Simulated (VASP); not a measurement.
Set up this calculation in VASP 6.6.1, as the native input.

```
Task                   : single point
Functional             : PBE
Potentials or basis    : VASP PAW PBE potentials, release 64 (Si, Ni)
Cutoff                 : 520 eV
k mesh                 : 16 × 16 × 16
Occupations            : gaussian, width 0.15 eV
Spin                   : no spin polarisation
Dipole correction      : no
Further INCAR settings : ALGO = Normal; EDIFF = 1e-07; NBANDS = 16
```

The structure of Si2Ni lies in POSCAR:

```
Si2Ni
1.0
    0.0000000000      3.1439505370      2.0435678490
    3.1439505370      0.0000000000      2.0435678490
    3.1439505370      3.1439505370      0.0000000000
Si Ni
2 1
Direct
    0.2500000000      0.2500000000      0.2500000000
    0.7500000000      0.7500000000      0.7500000000
    0.0000000000      0.0000000000      0.0000000000
```

This cell differs from its parent crystal: ratio of the length along z to the lengths across it x 0.65, volume and fractional coordinates fixed.

One way to write it, as run:

INCAR

```
SYSTEM = Si2Ni
PREC     = Accurate       ! precision mode
ENCUT    = 520            ! plane-wave cutoff, eV
EDIFF    = 1E-7           ! SCF threshold, eV
ISMEAR   = 0              ! smearing method
SIGMA    = 0.15           ! smearing width, eV
LREAL    = .False.        ! projectors in reciprocal space
LASPH    = .True.         ! aspherical terms in the spheres
NELM     = 80             ! most SCF steps
ALGO     = Normal         ! electronic algorithm
ISIF     = 2              ! what is computed and relaxed
LWAVE    = .False.        ! write WAVECAR
LCHARG   = .False.        ! write CHGCAR
GGA      = PE             ! functional
NBANDS   = 16             ! bands
```

KPOINTS

```
regular mesh
0
Gamma
  16 16 16
  0 0 0
```

Potentials or basis: VASP PAW PBE potentials, release 64 (Si, Ni).

Launch:

```sh
$ cat potpaw_PBE.64/Si/POTCAR potpaw_PBE.64/Ni/POTCAR > POTCAR
$ mpirun -np 1 vasp_std > vasp.out
```

Results of the run:

The pressure is 20.2 GPa and the band gap on the k mesh is zero (bands 9 and 10 overlap by 2.77 eV).

Caveat: the cell stands under pressure.

Run time: 5.6 min on 1 thread of Intel Xeon 8259CL (shared host), peak memory 0.35 GiB.
